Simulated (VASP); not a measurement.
# Pb (Fm-3m) in VASP: further runs

The runs below take Pb through single point, with r2SCAN0, r2SCAN+D3(BJ).

All numbers are computed with VASP 6.6.1; they aren't measurements. Logs are shortened: lines on timing, memory, paths and dates and some standing lists are left out, and cuts for length are marked.

## Step 1: The cell of the first run

It takes space group Fm-3m (No. 225, cubic). Conventional cell: a = 5.015 Å, b = 5.015 Å, c = 5.015 Å, α = 90.00°, β = 90.00°, γ = 90.00°. Within 4.7 Å of Pb (site symmetry m-3m) lie 12 Pb at 3.55 Å.

## Step 2: Single point, r2SCAN0

POSCAR

```
Pb
1.0
    0.0000000000      2.5075897876      2.5075897876
    2.5075897876      0.0000000000      2.5075897876
    2.5075897876      2.5075897876      0.0000000000
Pb
1
Direct
    0.0000000000      0.0000000000      0.0000000000
```

INCAR.step1

```
  PREC = Accurate
  ENCUT = 520
  EDIFF = 1E-5
  ISMEAR = -1
  SIGMA = 0.05
  LREAL = F
  LASPH = T
  NELM = 60
  ALGO = Normal
  ISIF = 2
  LWAVE = T
  LCHARG = F
  GGA = PE
  NBANDS = 13
```

INCAR.step2

```
  PREC = Accurate
  ENCUT = 520
  EDIFF = 1E-6
  ISMEAR = -1
  SIGMA = 0.05
  LREAL = F
  LASPH = T
  NELM = 60
  ALGO = Normal
  ISIF = 2
  LWAVE = F
  LCHARG = F
  METAGGA = R2SCAN
  LHFCALC = T
  AEXX = 0.25
  LMIXTAU = T
  PRECFOCK = Normal
  ISTART = 1
  NBANDS = 13
```

KPOINTS

```
regular mesh
0
Gamma
  5 5 5
```

Potentials or basis: VASP PAW PBE potentials, release 64 (Pb_d).

Launch:

```bash
> cat potpaw_PBE.64/Pb_d/POTCAR > POTCAR
> cp INCAR.step1 INCAR
> mpirun -np 1 vasp_std > vasp.out
> cp INCAR.step2 INCAR
> mpirun -np 1 vasp_std > vasp.out
```

OUTCAR:

```text
PREC = Accurate
   ENCUT = 520
   EDIFF = 1E-6
   ISMEAR = -1
   LREAL = F
   LASPH = T
   NELM = 60
   ISIF = 2
   METAGGA = R2SCAN
   LHFCALC = T
   AEXX = 0.25
   PRECFOCK = Normal
   ISTART = 1

 ion  position               nearest neighbor table
   1  0.000  0.000  0.000-

  LATTYP: Found a face centered cubic cell.
 ALAT       =     5.0151795752

  Lattice vectors:

 A1 = (   0.0000000000,   2.5075897876,   2.5075897876)
 A2 = (   2.5075897876,   0.0000000000,   2.5075897876)
 A3 = (   2.5075897876,   2.5075897876,   0.0000000000)

Analysis of symmetry for initial positions (statically):
[... 5 lines left out ...]
 face centered cubic supercell.

 Subroutine GETGRP returns: Found 48 space group operations
 (whereof 48 operations were pure point group operations)
 out of a pool of 48 trial point group operations.

The static configuration has the point symmetry O_h .

Analysis of symmetry for dynamics (positions and initial velocities):
[... 5 lines left out ...]
 face centered cubic supercell.

 Subroutine GETGRP returns: Found 48 space group operations
 (whereof 48 operations were pure point group operations)
 out of a pool of 48 trial point group operations.

The dynamic configuration has the point symmetry O_h .

 Subroutine INISYM returns: Found 48 space group operations
 (whereof 48 operations are pure point group operations),
 and found     1 'primitive' translations

----------------------------------------------------------------------------------------

                                     Primitive cell

  volume of cell :      31.5355

  direct lattice vectors                    reciprocal lattice vectors
     0.000000000  2.507589788  2.507589788    -0.199394655  0.199394655  0.199394655
     2.507589788  0.000000000  2.507589788     0.199394655 -0.199394655  0.199394655
     2.507589788  2.507589788  0.000000000     0.199394655  0.199394655 -0.199394655

  length of vectors
     3.546267486  3.546267486  3.546267486     0.345361673  0.345361673  0.345361673

  position of ions in fractional coordinates (direct lattice)
     0.000000000  0.000000000  0.000000000

  ion indices of the primitive-cell ions
   primitive index   ion index
                 1           1

----------------------------------------------------------------------------------------

 KPOINTS: regular mesh

Automatic generation of k-mesh.
 Grid dimensions read from file:
 generate k-points for:    5    5    5

 Generating k-lattice:

  Cartesian coordinates                     Fractional coordinates (reciprocal lattice)
    -0.039878931  0.039878931  0.039878931     0.200000000  0.000000000  0.000000000
     0.039878931 -0.039878931  0.039878931     0.000000000  0.200000000  0.000000000
     0.039878931  0.039878931 -0.039878931     0.000000000  0.000000000  0.200000000

  Length of vectors
     0.069072335  0.069072335  0.069072335

  Shift w.r.t. Gamma in fractional coordinates (k-lattice)
     0.000000000  0.000000000  0.000000000

 Subroutine IBZKPT returns following result:
 ===========================================

 Found     10 irreducible k-points:

 Following reciprocal coordinates:
            Coordinates               Weight
  0.000000  0.000000  0.000000      1.000000
  0.200000  0.000000  0.000000      8.000000
  0.400000  0.000000  0.000000      8.000000
  0.200000  0.200000  0.000000      6.000000
  0.400000  0.200000  0.000000     24.000000
 -0.400000  0.200000  0.000000     24.000000
 -0.200000  0.200000  0.000000     12.000000
  0.400000  0.400000  0.000000      6.000000
 -0.400000  0.400000  0.000000     12.000000
 -0.400000  0.400000  0.200000     24.000000
   k-points           NKPTS =     10   k-points in BZ     NKDIM =    125   number of bands    NBANDS=     13
   number of dos      NEDOS =    301   number of ions     NIONS =      1
   total plane-waves  NPLWV =  21952
   dimension x,y,z NGX =    28 NGY =   28 NGZ =   28
   dimension x,y,z NGXF=    56 NGYF=   56 NGZF=   56
   ions per type =               1
   NGX,Y,Z   is equivalent  to a cutoff of  13.13, 13.13, 13.13 a.u.
   NGXF,Y,Z  is equivalent  to a cutoff of  26.25, 26.25, 26.25 a.u.
 SYSTEM =  unknown system
   PREC   = accura    normal or accurate (medium, high low for compatibility)
   ISTART =      1    job   : 0-new  1-cont  2-samecut
   ICHARG =      0    charge: 1-file 2-atom 10-const
   ISPIN  =      1    spin polarized calculation?
   LNONCOLLINEAR =      F non collinear calculations
   LSORBIT =      F    spin-orbit coupling
   LASPH  =      T    aspherical Exc in radial PAW
   ENCUT  =  520.0 eV  38.22 Ry    6.18 a.u.   6.59  6.59  6.59*2*pi/ulx,y,z
   NELM   =     60;   NELMIN=  2; NELMDL=  0     # of ELM steps
   EDIFF  = 0.1E-05   stopping-criterion for ELM
   LREAL  =      F    real-space projection
   EDIFFG = 0.1E-04   stopping-criterion for IOM
   NSW    =      0    number of steps for IOM
   IBRION =     -1    ionic relax: 0-MD 1-quasi-New 2-CG
   NFREE  =      0    steps in history (QN), initial steepest desc. (CG)
   ISIF   =      2    stress and relaxation
   ISYM   =      3    0-nonsym 1-usesym 2-fastsym
   POTIM  = 0.5000    time-step for ionic-motion
   TEBEG  =    0.0;   TEEND  =   0.0 temperature during run
   PSTRESS=    0.0 pullay stress
   NELECT =      14.0000    total number of electrons
   NUPDOWN=      -1.0000    fix difference up-down
   EMIN   =  10.00;   EMAX   =-10.00  energy-range for DOS
   EFERMI =   0.00;   METHOD = LEGACY
   ISMEAR =    -1;   SIGMA  =   0.05  broadening in eV -4-tet -1-fermi 0-gaus
   EFERMI_NEDOS =   21; number of points for ismear=-14 and -15
   IALGO  =     38    algorithm
   IMIX   =      1    mixing-type and parameters
     AMIX     =   0.40;   BMIX     =  1.00
     AMIX_MAG =   1.60;   BMIX_MAG =  1.00
  volume/ion in A,a.u.               =      31.54       212.81
  Fermi-wavevector in a.u.,A,eV,Ry     =   1.248871  2.360025 21.220728  1.559680
  Thomas-Fermi vector in A             =   2.382938
   LORBIT       =      0    0 simple, 1 ext, 2 COOP (PROOUT), +10 PAW based schemes
   METAGGA = R2SCAN    functional components
   LHFCALC =     T    Hartree Fock is set to
   PRECFOCK=normal    Normal, Fast or Accurate (Low or Medium for compatibility)
   ENCUT4O =  -1.0   cutoff for four orbital integrals eV
   NKREDX  =     1    reduce k-point grid by
   NKREDY  =     1    reduce k-point grid by
   NKREDZ  =     1    reduce k-point grid by
   AEXX    =    0.2500 exact exchange contribution
   HFSCREEN=    0.0000 screening length (either q_TF or 0.3 A-1)
   HFSCREENC=   0.0000 screening length for correlation (either q_TF or 0.3 A-1)
   ENCUTFOCK=  -1.0 apply spherical cutoff to Coloumb kernel
   IVDW    =     0    specifies the selected vdW correction
   LEPSILON=     F    determine dielectric tensor
   LRPA    =     F    only Hartree local field effects (RPA)
 non-spin polarized calculation
  energy-cutoff  :      520.00
  volume of cell :       31.54
 maximum number of plane-waves:       872
 NGX is ok and might be reduce to    28
  NGX = 20; NGY = 20; NGZ = 20

 number of electron      14.0000002 magnetization

 Free energy of the ion-electron system (eV)
  ---------------------------------------------------
  ext. energy  EPLUGINS =         0.00000000
  ---------------------------------------------------
  free energy    TOTEN  =       -44.42639245 eV

  energy without entropy =      -44.41368567  energy(sigma->0) =      -44.42003906

 E-fermi :   6.2988     XC(G=0):  -8.4022

 val. band max:        6.2732075369   @ k =  -0.4000   0.4000   0.2000
 cond. band min:       7.3008138580   @ k =  -0.2000   0.2000   0.0000
 fundamental gap:      1.0276063211
 Fermi energy:         6.2987538855

 k-point     1 :       0.0000    0.0000    0.0000
  band No.  band energies     occupation
      1     -13.1149      2.00000
      2     -13.1149      2.00000
      3     -13.1149      2.00000
      4     -12.9773      2.00000
      5     -12.9773      2.00000
      6      -6.9185      2.00000
      7      15.2036      0.00000
      8      15.2036      0.00000
      9      15.2036      0.00000
     10      18.0325      0.00000
     11      19.4269      0.00000
     12      20.4983      0.00000
     13      20.4983      0.00000

 k-point     2 :       0.2000    0.0000    0.0000
  band No.  band energies     occupation
      1     -13.1198      2.00000
      2     -13.0811      2.00000
      3     -13.0811      2.00000
      4     -12.9634      2.00000
      5     -12.9634      2.00000
      6      -6.0621      2.00000
      7       9.6003      0.00000
      8      14.3796      0.00000
      9      14.3796      0.00000
     10      17.1319      0.00000
     11      20.4690      0.00000
     12      20.9766      0.00000
     13      20.9766      0.00000

 k-point     3 :       0.4000    0.0000    0.0000
  band No.  band energies     occupation
      1     -13.1400      2.00000
      2     -13.0981      2.00000
      3     -13.0981      2.00000
      4     -12.8664      2.00000
      5     -12.8664      2.00000
      6      -3.6933      2.00000
      7       2.9465      2.00000
      8      13.3953      0.00000
      9      13.3953      0.00000
     10      17.0310      0.00000
     11      18.1058      0.00000
     12      19.3988      0.00000
     13      19.3988      0.00000

 k-point     4 :       0.2000    0.2000    0.0000
  band No.  band energies     occupation
      1     -13.1713      2.00000
      2     -13.0404      2.00000
      3     -13.0149      2.00000
      4     -13.0149      2.00000
      5     -12.9352      2.00000
      6      -5.7777      2.00000
      7      10.9980      0.00000
      8      12.3194      0.00000
      9      12.3194      0.00000
     10      15.9129      0.00000
     11      16.9226      0.00000
     12      24.4301      0.00000
     13      24.4359      0.00000

 k-point     5 :       0.4000    0.2000    0.0000
  band No.  band energies     occupation
      1     -13.1742      2.00000
      2     -13.0805      2.00000
      3     -13.0000      2.00000
      4     -12.9448      2.00000
      5     -12.8549      2.00000
      6      -3.8659      2.00000
      7       5.2080      2.00000
      8      10.2877      0.00000
      9      11.3170      0.00000
     10      15.2069      0.00000
     11      18.7479      0.00000
     12      22.4171      0.00000
     13      22.8147      0.00000

 k-point     6 :      -0.4000    0.2000    0.0000
  band No.  band energies     occupation
      1     -13.1410      2.00000
      2     -13.0618      2.00000
      3     -13.0230      2.00000
      4     -12.9177      2.00000
      5     -12.8696      2.00000
      6      -2.3964      2.00000
      7       2.6867      2.00000
      8       8.5567      0.00000
      9      12.0689      0.00000
     10      15.5246      0.00000
     11      20.7347      0.00000
     12      21.3699      0.00000
     13      24.1521      0.00000

 k-point     7 :      -0.2000    0.2000    0.0000
  band No.  band energies     occupation
      1     -13.1029      2.00000
      2     -13.0889      2.00000
      3     -13.0064      2.00000
      4     -13.0044      2.00000
      5     -12.9019      2.00000
      6      -4.6705      2.00000
      7       7.3008      0.00000
      8       9.1825      0.00000
      9      14.1636      0.00000
     10      17.3480      0.00000
     11      19.7252      0.00000
     12      20.7116      0.00000
     13      21.3519      0.00000

 k-point     8 :       0.4000    0.4000    0.0000
  band No.  band energies     occupation
      1     -13.2622      2.00000
      2     -13.1633      2.00000
      3     -12.8670      2.00000
      4     -12.8430      2.00000
      5     -12.8430      2.00000
      6      -2.5464      2.00000
      7       4.3719      2.00000
      8       9.7293      0.00000
      9       9.7293      0.00000
     10      13.4938      0.00000
     11      14.4598      0.00000
     12      26.9751      0.00000
     13      27.8022      0.00000

 k-point     9 :      -0.4000    0.4000    0.0000
  band No.  band energies     occupation
      1     -13.2185      2.00000
      2     -13.1244      2.00000
      3     -12.8953      2.00000
      4     -12.8803      2.00000
      5     -12.8387      2.00000
      6      -1.2387      2.00000
      7       3.3765      2.00000
      8       5.8010      1.99990
      9      10.0474      0.00000
     10      14.0173      0.00000
     11      17.9630      0.00000
     12      25.3465      0.00000
     13      26.2055      0.00000

 k-point    10 :      -0.4000    0.4000    0.2000
  band No.  band energies     occupation
      1     -13.1207      2.00000
      2     -13.1074      2.00000
      3     -12.9999      2.00000
      4     -12.9080      2.00000
      5     -12.8452      2.00000
      6      -1.9144      2.00000
      7       4.3491      2.00000
      8       6.2732      1.25005
      9       8.8738      0.00000
     10      17.7972      0.00000
     11      18.8979      0.00000
     12      20.4021      0.00000
     13      24.4776      0.00000

------------------------ aborting loop because EDIFF is reached ----------------------------------------

  FORCE on cell =-STRESS in cart. coord.  units (eV):
  Direction    XX          YY          ZZ          XY          YZ          ZX
  --------------------------------------------------------------------------------------
  -------------------------------------------------------------------------------------
  Total       -0.4052766     -0.4052766     -0.4052766     -0.0000000      0.0000000     -0.0000000
  in kB      -20.5902996    -20.5902996    -20.5902996     -0.0000000      0.0000000     -0.0000000
  external PRESSURE =     -20.5902996 kB  Pullay stress =       0.0000000 kB

 VOLUME and BASIS-vectors are now :
 -----------------------------------------------------------------------------
  energy-cutoff  :      520.00
  volume of cell :       31.54
      direct lattice vectors                 reciprocal lattice vectors
     0.000000000  2.507589788  2.507589788    -0.199394655  0.199394655  0.199394655
     2.507589788  0.000000000  2.507589788     0.199394655 -0.199394655  0.199394655
     2.507589788  2.507589788  0.000000000     0.199394655  0.199394655 -0.199394655

 POSITION                                       TOTAL-FORCE (eV/Angst)
 -----------------------------------------------------------------------------------
      0.00000      0.00000      0.00000         0.000000      0.000000      0.000000
 -----------------------------------------------------------------------------------
    total drift:                               -0.000000      0.000000      0.000000

  FREE ENERGIE OF THE ION-ELECTRON SYSTEM (eV)
  ---------------------------------------------------
  free  energy   TOTEN  =       -44.4263924452 eV

  energy  without entropy=      -44.4136856674  energy(sigma->0) =      -44.42003906
```

Wall time 5.8 min (1 thread of AMD EPYC 7R13 (Zen 3), shared host); peak memory 0.14 GiB.

What came out:

```yaml
Free_energy: -44.4264 eV
Pressure: -2.1 GPa
Band_gap_on_the_k_mesh: zero (band 7 reaches 15.20 eV, above the bottom of band 8 at 5.80 eV)
```

Levels at points of the mesh, in eV from the Fermi level:
```tsv
k point	band 3	band 4	band 5	band 6	band 7	band 8	band 9	band 10	band 11	band 12
(0.00, 0.00, 0.00)	-19.41	-19.28	-19.28	-13.22	8.90	8.90	8.90	11.73	13.13	14.20
```

Caveat: the k points lie up to 0.43 Å⁻¹ apart; the PAW data sets were made with another functional, which shifts forces and pressure a little; spin-orbit coupling is left out, which moves the levels of the heavy elements.

[end of part 1 of 2]
